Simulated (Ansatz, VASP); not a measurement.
Two plane-wave programs on GaN

The input INCAR:

```
SYSTEM = GaN
ALGO = Normal ; EDIFF = 1E-7
ENCUT = 520 ; GGA = PE
ISIF = 2 ; ISMEAR = 0
LASPH = .True. ; LCHARG = .True.
LELF = .True. ; LREAL = .False.
LVHAR = .True. ; LWAVE = .False.
NBANDS = 26 ; NELM = 80
PREC = Accurate ; SIGMA = 0.05
```

The input KPOINTS:

```
k-points
0
Gamma
  12 12 6
  0 0 0
```

File POSCAR:

```
GaN
1.0
    3.0805588647      0.0000000000      0.0000000000
   -1.5402794324      2.6678422346      0.0000000000
    0.0000000000      0.0000000000      5.5049011551
Ga N
2 2
Direct
    0.3333333333      0.6666666667      0.0000000000
    0.6666666667      0.3333333333      0.5000000000
    0.3333333333      0.6666666667      0.3750000000
    0.6666666667      0.3333333333      0.8750000000
```

Input for Ansatz:

```yaml
crystal:
  lattice:
    - [3.0805588647, 0.0, 0.0]
    - [-1.5402794324, 2.6678422346, 0.0]
    - [0.0, 0.0, 5.5049011551]
  atoms:
    - { symbol: Ga, position: [0.3333333333, 0.6666666667, 0.0] }
    - { symbol: Ga, position: [0.6666666667, 0.3333333333, 0.5] }
    - { symbol: "N", position: [0.3333333333, 0.6666666667, 0.375] }
    - { symbol: "N", position: [0.6666666667, 0.3333333333, 0.875] }
basis:
  ecutwfc: 420
kpoints:
  mp_grid: { grid: [12, 12, 6] }
hamiltonian:
  xc: pbe
scf:
  occupations: { method: gaussian, width: 0.05 }
output:
  forces: true
  stress: true
  eigenvalues: true
  write_density: true
  write_potential: true
  elf: true
  volumetric_format: npy
```

Alike in both runs: task single point; functional PBE; k mesh 12 × 12 × 6; occupations gaussian, width 0.05 eV; no spin polarisation.

|  | VASP | Ansatz |
| --- | --- | --- |
| version | VASP 6.6.1 | Ansatz 0.2.0 |
| potentials or method | VASP PAW PBE potentials, release 64 (Ga_d, N), cutoff 520 eV | scalar-relativistic, plane waves, PAW |
| valence electrons in the cell | 36 | 36 |

|  | VASP | Ansatz | Ansatz less VASP |
| --- | --- | --- | --- |
| gap on the k mesh at the Fermi level (eV) | 1.49 | 1.49 | -0.003 |
| least direct gap on the mesh (eV) | 1.49 | 1.49 | -0.003 |
| pressure (GPa) | 9.4 | 9.4 | 0.00 |
| traceless stress, the component that is largest in VASP (GPa) | -22.13 | -22.15 | -0.021 |
| rms of the force components (eV/Å) | 0.345 | 0.353 | +0.0086 |

Atom by atom the forces differ by 0.009 eV/Å (rms over components).
